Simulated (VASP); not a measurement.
A run of VASP 6.6.1 is set up as follows.

INCAR

```
PREC = Accurate ; ENCUT = 690
EDIFF = 1E-6 ; ISMEAR = -1
SIGMA = 0.1 ; LREAL = F
LASPH = T ; NELM = 120
ALGO = Normal ; ISIF = 2
LWAVE = F ; LCHARG = T
GGA = RE ; LELF = T
LVHAR = T ; NBANDS = 31
GGA_COMPAT = F
```

Contents of KPOINTS:

```
Automatic mesh
0
Gamma
  11 11 14
```

File POSCAR:

```
Fe
1.0
    3.7168795228      0.0000000000      0.0000000000
   -1.8584397614      3.2189120896      0.0000000000
    0.0000000000      0.0000000000      2.3361906625
Fe
3
Direct
    0.0000000000      0.0000000000      0.0000000000
    0.3333333333      0.6666666667      0.5000000000
    0.6666666667      0.3333333333      0.5000000000
```

Potentials or basis: VASP PAW PBE potentials, release 64 (Fe_sv).

Command:

```sh
$ cat potpaw_PBE.64/Fe_sv/POTCAR > POTCAR
$ mpirun -np 1 vasp_std > vasp.out
```

(1) What does it give for the band gap on the k mesh?

(2) Estimate the pressure.

Answers

(1) zero (bands 24 and 25 overlap by 1.77 eV).

(2) 42.6 GPa.

Caveat: the cell stands under pressure; the PAW data sets were made with another functional, which shifts forces and pressure a little; the run has no spin polarisation, though such a crystal can be magnetic.
